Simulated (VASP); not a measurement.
# ZrO2 (P4_2/nmc) in VASP: vibrations by perturbation theory with PBEsol

Aim: the vibrations by perturbation theory of ZrO2 with PBEsol.

Program: VASP 6.6.1. These are calculated values, not measurements. Logs are shortened: lines on timing, memory, paths and dates and some standing lists are left out, and cuts for length are marked.

### 1 The cell of the first run

The structure is tetragonal, space group P4_2/nmc (No. 137). The conventional cell has a = 3.596 Å, b = 3.596 Å, c = 5.177 Å, α = 90.00°, β = 90.00°, γ = 90.00°. Within 2.8 Å of Zr (site symmetry -4m2) lie 8 O at 2.08 to 2.37 Å. O (site symmetry 2mm) has 4 Zr at 2.08 to 2.37 Å and 6 O at 2.59 Å within 2.8 Å.

### 2 Vibrations by perturbation theory, PBEsol

The input, INCAR:

```
SYSTEM = ZrO2
ALGO = Normal
EDIFF = 1E-8
ENCUT = 600
GGA = PS
GGA_COMPAT = .False.
IBRION = 8
ISIF = 2
ISMEAR = 0
LASPH = .True.
LCHARG = .False.
LREAL = .False.
LWAVE = .False.
NBANDS = 33
NELM = 120
NSW = 1
PREC = Accurate
SIGMA = 0.01
```

The input, KPOINTS:

```
k-points
0
Gamma
  6 6 4
  0 0 0
```

The input, POSCAR:

```
ZrO2
1.0
    3.5961000000      0.0000000000      0.0000000000
    0.0000000000      3.5961000000      0.0000000000
    0.0000000000      0.0000000000      5.1770000000
Zr O
2 4
Direct
    0.0000000000      0.0000000000      0.0000000000
    0.5000000000      0.5000000000      0.5000000000
    0.0000000000      0.5000000000      0.2030000000
    0.0000000000      0.5000000000      0.7030000000
    0.5000000000      0.0000000000      0.2970000000
    0.5000000000      0.0000000000      0.7970000000
```

Potentials or basis: VASP PAW PBE potentials, release 64 (Zr_sv, O).

Started as:

```bash
$ cat potpaw_PBE.64/Zr_sv/POTCAR potpaw_PBE.64/O/POTCAR > POTCAR
$ mpirun -np 1 vasp_std > vasp.out
```

OUTCAR:

```text
SYSTEM = ZrO2
   EDIFF = 1E-8
   ENCUT = 600
   GGA = PS
   IBRION = 8
   ISIF = 2
   ISMEAR = 0
   LASPH = .True.
   LREAL = .False.
   NELM = 120
   NSW = 1
   PREC = Accurate

 ion  position               nearest neighbor table
   1  0.000  0.000  0.000-   3 2.08   6 2.08   3 2.08   6 2.08   5 2.37   4 2.37   5 2.37   4 2.37
                             2 3.63   2 3.63   2 3.63   2 3.63   2 3.63   2 3.63   2 3.63   2 3.63
   2  0.500  0.500  0.500-   4 2.08   5 2.08   5 2.08   4 2.08   3 2.37   6 2.37   3 2.37   6 2.37
                             1 3.63   1 3.63   1 3.63   1 3.63   1 3.63   1 3.63   1 3.63   1 3.63
   3  0.000  0.500  0.203-   1 2.08   1 2.08   2 2.37   2 2.37
   4  0.000  0.500  0.703-   2 2.08   2 2.08   1 2.37   1 2.37
   5  0.500  0.000  0.297-   2 2.08   2 2.08   1 2.37   1 2.37
   6  0.500  0.000  0.797-   1 2.08   1 2.08   2 2.37   2 2.37

  LATTYP: Found a simple tetragonal cell.
 ALAT       =     3.5961000000
 C/A-ratio  =     1.4396151386

  Lattice vectors:

 A1 = (   3.5961000000,   0.0000000000,   0.0000000000)
 A2 = (   0.0000000000,   3.5961000000,   0.0000000000)
 A3 = (   0.0000000000,   0.0000000000,   5.1770000000)

Analysis of symmetry for initial positions (statically):
=====================================================================
 Subroutine PRICEL returns:
 Original cell was already a primitive cell.

 Routine SETGRP: Setting up the symmetry group for a
 simple tetragonal supercell.

 Subroutine GETGRP returns: Found 16 space group operations
 (whereof  8 operations were pure point group operations)
 out of a pool of 16 trial point group operations.

The static configuration has the point symmetry D_2d.
 The point group associated with its full space group is D_4h.

Analysis of symmetry for dynamics (positions and initial velocities):
=====================================================================
 Subroutine PRICEL returns:
 Original cell was already a primitive cell.

 Routine SETGRP: Setting up the symmetry group for a
 simple tetragonal supercell.

 Subroutine GETGRP returns: Found 16 space group operations
 (whereof  8 operations were pure point group operations)
 out of a pool of 16 trial point group operations.

The dynamic configuration has the point symmetry D_2d.
 The point group associated with its full space group is D_4h.

 Subroutine INISYM returns: Found 16 space group operations
 (whereof  8 operations are pure point group operations),
 and found     1 'primitive' translations

----------------------------------------------------------------------------------------

                                     Primitive cell

  volume of cell :      66.9486

  direct lattice vectors                    reciprocal lattice vectors
     3.596100000  0.000000000  0.000000000     0.278079030  0.000000000  0.000000000
     0.000000000  3.596100000  0.000000000     0.000000000  0.278079030  0.000000000
     0.000000000  0.000000000  5.177000000     0.000000000  0.000000000  0.193162063

  length of vectors
[... 147 lines left out ...]

 k-point     1 :       0.0000    0.0000    0.0000
  band No.  band energies     occupation
      1     -40.9694      2.00000
      2     -40.9124      2.00000
      3     -19.5951      2.00000
      4     -19.0371      2.00000
      5     -19.0371      2.00000
      6     -18.9058      2.00000
[... 853 lines left out ...]
     32      15.2133      0.00000
     33      15.4295      0.00000

 [... further k-points ...]
[... 5 lines left out ...]
  --------------------------------------------------------------------------------------
  -------------------------------------------------------------------------------------
  Total       -0.8282282     -0.8282282     -0.4820141      0.0000000      0.0000000     -0.0000000
  in kB      -19.8206965    -19.8206965    -11.5352943      0.0000000      0.0000000     -0.0000000
  external PRESSURE =     -17.0588958 kB  Pullay stress =       0.0000000 kB

 VOLUME and BASIS-vectors are now :
 -----------------------------------------------------------------------------
  energy-cutoff  :      600.00
  volume of cell :       66.95
      direct lattice vectors                 reciprocal lattice vectors
     3.596100000  0.000000000  0.000000000     0.278079030  0.000000000  0.000000000
     0.000000000  3.596100000  0.000000000     0.000000000  0.278079030  0.000000000
     0.000000000  0.000000000  5.177000000     0.000000000  0.000000000  0.193162063

 POSITION                                       TOTAL-FORCE (eV/Angst)
 -----------------------------------------------------------------------------------
      0.00000      0.00000      0.00000        -0.000000      0.000000     -0.000000
      1.79805      1.79805      2.58850         0.000000     -0.000000     -0.000000
      0.00000      1.79805      1.05093        -0.000000      0.000000     -0.033114
      0.00000      1.79805      3.63943        -0.000000      0.000000     -0.033114
      1.79805      0.00000      1.53757         0.000000      0.000000      0.033114
      1.79805      0.00000      4.12607        -0.000000      0.000000      0.033114
 -----------------------------------------------------------------------------------
    total drift:                                0.000000     -0.000000      0.000000

  FREE ENERGIE OF THE ION-ELECTRON SYSTEM (eV)
  ---------------------------------------------------
  free  energy   TOTEN  =       -59.9812854247 eV

  energy  without entropy=      -59.9812854247  energy(sigma->0) =      -59.98128542

[... ionic steps 2 to 9 ...]

--------------------------------------- Ionic step       10  -------------------------------------------

------------------------ aborting loop because EDIFF is reached ----------------------------------------

--------------------------------------- Ionic step       11  -------------------------------------------

------------------------ aborting loop because EDIFF is reached ----------------------------------------

--------------------------------------- Ionic step       12  -------------------------------------------

 Free energy of the ion-electron system (eV)
  ---------------------------------------------------
  ---------------------------------------------------
  free energy    TOTEN  =        -0.37598036 eV

  energy without entropy =       -0.37598036

------------------------ aborting loop because EDIFF is reached ----------------------------------------

 INTERNAL STRAIN TENSOR  FOR ION    3  DIRECTION 3   (eV/Angst):
 -----------------------------------------------------------------------------
     3.83149  0.00000  0.00000
     0.00000-10.39503  0.00000
     0.00000  0.00000 -7.75900

 INTERNAL STRAIN TENSOR FOR ION    6 for displacements in x,y,z  (eV/Angst):
          X           Y           Z          XY          YZ          ZX
  --------------------------------------------------------------------------------
  x     0.00000     0.00000     0.00000     0.00000     0.00000     8.12811
  y     0.00000     0.00000     0.00000     0.00000    -3.00482     0.00000
  z    10.39503    -3.83149     7.75900     0.00000     0.00000     0.00000

 SECOND DERIVATIVES (NOT SYMMETRIZED)
 ------------------------------------
               1X          1Y          1Z          2X          2Y          2Z          3X          3Y          3Z          4X          4Y          4Z          5X          5Y          5Z          6X          6Y          6Z
  1X    -8.137672    0.000000    0.000000    0.366024    0.000000    0.000000    1.286533    0.000000    0.000000    0.810090    0.000000    0.000000   -1.636787    0.000000    0.000000    7.311812    0.000000    0.000000
  1Y     0.000000   -8.137672    0.000000    0.000000    0.366024    0.000000    0.000000    7.311812    0.000000    0.000000   -1.636787    0.000000    0.000000    0.810090    0.000000    0.000000    1.286533    0.000000
  1Z     0.000000    0.000000  -23.775516    0.000000    0.000000   14.713838    0.000000    0.000000    5.688588    0.000000    0.000000   -1.157749    0.000000    0.000000   -1.157749    0.000000    0.000000    5.688588
  2X     0.366024    0.000000    0.000000   -8.137672    0.000000    0.000000   -1.636787    0.000000    0.000000    7.311812    0.000000    0.000000    1.286533    0.000000    0.000000    0.810090    0.000000    0.000000
  2Y     0.000000    0.366024    0.000000    0.000000   -8.137672    0.000000    0.000000    0.810090    0.000000    0.000000    1.286533    0.000000    0.000000    7.311812    0.000000    0.000000   -1.636787    0.000000
  2Z     0.000000    0.000000   14.713838    0.000000    0.000000  -23.775516    0.000000    0.000000   -1.157749    0.000000    0.000000    5.688588    0.000000    0.000000    5.688588    0.000000    0.000000   -1.157749
  3X     1.281310    0.000000    0.000000   -1.641650    0.000000    0.000000   -5.992046    0.000000    0.000000    0.784085    0.000000    0.000000    5.171903    0.000000    0.000000    0.396399    0.000000    0.000000
  3Y     0.000000    7.314079    0.000000    0.000000    0.813212    0.000000    0.000000  -16.084234    0.000000    0.000000    0.776733    0.000000    0.000000    6.787519    0.000000    0.000000    0.392691    0.000000
  3Z     0.000000    0.000000    5.687840    0.000000    0.000000   -1.163436    0.000000    0.000000  -12.842938    0.000000    0.000000    8.440033    0.000000    0.000000   -1.376906    0.000000    0.000000    1.255408
  4X     0.813212    0.000000    0.000000    7.314079    0.000000    0.000000    0.776733    0.000000    0.000000  -16.084234    0.000000    0.000000    0.392691    0.000000    0.000000    6.787519    0.000000    0.000000
  4Y     0.000000   -1.641650    0.000000    0.000000    1.281310    0.000000    0.000000    0.784085    0.000000    0.000000   -5.992046    0.000000    0.000000    0.396399    0.000000    0.000000    5.171903    0.000000
  4Z     0.000000    0.000000   -1.163436    0.000000    0.000000    5.687840    0.000000    0.000000    8.440033    0.000000    0.000000  -12.842938    0.000000    0.000000    1.255408    0.000000    0.000000   -1.376906
  5X    -1.641650    0.000000    0.000000    1.281310    0.000000    0.000000    5.171903    0.000000    0.000000    0.396399    0.000000    0.000000   -5.992046    0.000000    0.000000    0.784085    0.000000    0.000000
  5Y     0.000000    0.813212    0.000000    0.000000    7.314079    0.000000    0.000000    6.787519    0.000000    0.000000    0.392691    0.000000    0.000000  -16.084234    0.000000    0.000000    0.776733    0.000000
  5Z     0.000000    0.000000   -1.163436    0.000000    0.000000    5.687840    0.000000    0.000000   -1.376906    0.000000    0.000000    1.255408    0.000000    0.000000  -12.842938    0.000000    0.000000    8.440033
  6X     7.314079    0.000000    0.000000    0.813212    0.000000    0.000000    0.392691    0.000000    0.000000    6.787519    0.000000    0.000000    0.776733    0.000000    0.000000  -16.084234    0.000000    0.000000
  6Y     0.000000    1.281310    0.000000    0.000000   -1.641650    0.000000    0.000000    0.396399    0.000000    0.000000    5.171903    0.000000    0.000000    0.784085    0.000000    0.000000   -5.992046    0.000000
  6Z     0.000000    0.000000    5.687840    0.000000    0.000000   -1.163436    0.000000    0.000000    1.255408    0.000000    0.000000   -1.376906    0.000000    0.000000    8.440033    0.000000    0.000000  -12.842938

 Eigenvectors and eigenvalues of the dynamical matrix
 ----------------------------------------------------

   1 f  =   19.112985 THz   120.090425 2PiTHz  637.540549 cm-1    79.044918 meV
             X         Y         Z           dx          dy          dz
      0.000000  0.000000  0.000000     0.000000    0.000000    0.000000
      1.798050  1.798050  2.588500    -0.000000   -0.000000    0.000000
      0.000000  1.798050  1.050931    -0.000000   -0.000000   -0.500000
      0.000000  1.798050  3.639431     0.000000    0.000000    0.500000
      1.798050  0.000000  1.537569     0.000000    0.000000   -0.500000
      1.798050  0.000000  4.126069    -0.000000   -0.000000    0.500000
[... 145 lines left out ...]
  18 f/i=    0.003012 THz     0.018926 2PiTHz    0.100475 cm-1     0.012457 meV
             X         Y         Z           dx          dy          dz
      0.000000  0.000000  0.000000    -0.000000   -0.000000   -0.608291
      1.798050  1.798050  2.588500    -0.000000   -0.000000   -0.608291
      0.000000  1.798050  1.050931    -0.000000   -0.000000   -0.254933
      0.000000  1.798050  3.639431    -0.000000   -0.000000   -0.254933
      1.798050  0.000000  1.537569    -0.000000   -0.000000   -0.254933
      1.798050  0.000000  4.126069    -0.000000   -0.000000   -0.254933

--------------------------------------------------------------------------------------------------------

 ELASTIC MODULI CONTR FROM IONIC RELAXATION (kBar)
 Direction    XX          YY          ZZ          XY          YZ          ZX
 --------------------------------------------------------------------------------
 XX        -684.3245    202.7211   -569.3201      0.0000     -0.0000      0.0000
 YY         202.7211   -684.3245   -569.3201      0.0000      0.0000     -0.0000
 ZZ        -569.3201   -569.3201  -1346.0263      0.0000      0.0000     -0.0000
 XY           0.0000      0.0000      0.0000      0.0000      0.0000      0.0000
 YZ          -0.0000      0.0000      0.0000      0.0000   -649.8236     -0.0000
 ZX           0.0000     -0.0000     -0.0000      0.0000     -0.0000   -650.8314
 --------------------------------------------------------------------------------
```

It took 24 min on 1 thread of Intel Xeon 6975P-C (Granite Rapids), shared host; peak memory 0.59 GiB.

What came out:

```
Highest phonon frequency at Γ, LO-TO splitting left out : 638 cm⁻¹
```

Phonon frequencies in cm⁻¹ (negative: imaginary):
| q point | frequencies |
| --- | --- |
| (0.000, 0.000, 0.000) | 0 0 0 116 116 131 131 270 306 322 426 426 438 438 582 628 628 638 |

Caveat: the cell wasn't relaxed at this level first, which shifts response properties; the PAW data sets were made with another functional, which shifts forces and pressure a little.
